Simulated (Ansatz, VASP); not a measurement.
# One calculation of CdSe, two programs

```xyz
2
Lattice="0.0000 2.8740 2.8740 2.8740 0.0000 2.8740 2.8740 2.8740 0.0000" Properties=species:S:1:pos:R:3 pbc="T T T"
Cd    0.0000    0.0000    0.0000
Se    2.8740    2.8740    2.8740
```

Alike in both runs: task relaxation of cell and atoms; functional B3LYP; k mesh 4 × 4 × 4; occupations fermi-dirac, width 0.05 eV; no spin polarisation.

```csv
,VASP,Ansatz
version,VASP 6.6.1,Ansatz 0.2.0
potentials or method,"VASP PAW PBE potentials, release 64 (Cd, Se)",Ansatz PAW
plane-wave cutoff (eV),600,420
valence electrons in the cell,18,36
```

Ansatz gave:

| Quantity | Value |
| --- | --- |
| gap on the k mesh at the Fermi level, each at its own relaxed structure (eV) | 0.60 |
| relaxed volume (Å³/atom) | 24.41 |
| relaxed cell length with the largest relative difference (Å) | 4.103 |

Estimate VASP's values.

gap on the k mesh at the Fermi level, each at its own relaxed structure (eV): 0.66; relaxed volume (Å³/atom): 24.50; relaxed cell length with the largest relative difference (Å): 4.107.

VASP's potentials were made for PBE, not for B3LYP. VASP's potentials hold 18 valence electrons a cell and Ansatz's 36, so a difference there can come from the potentials and not from the codes.

The k mesh is coarse, so the values compare programs but aren't converged. Noted on Ansatz's run: the plane-wave basis is chosen anew once the cell has moved, so the energies of steps on either side of that aren't comparable.
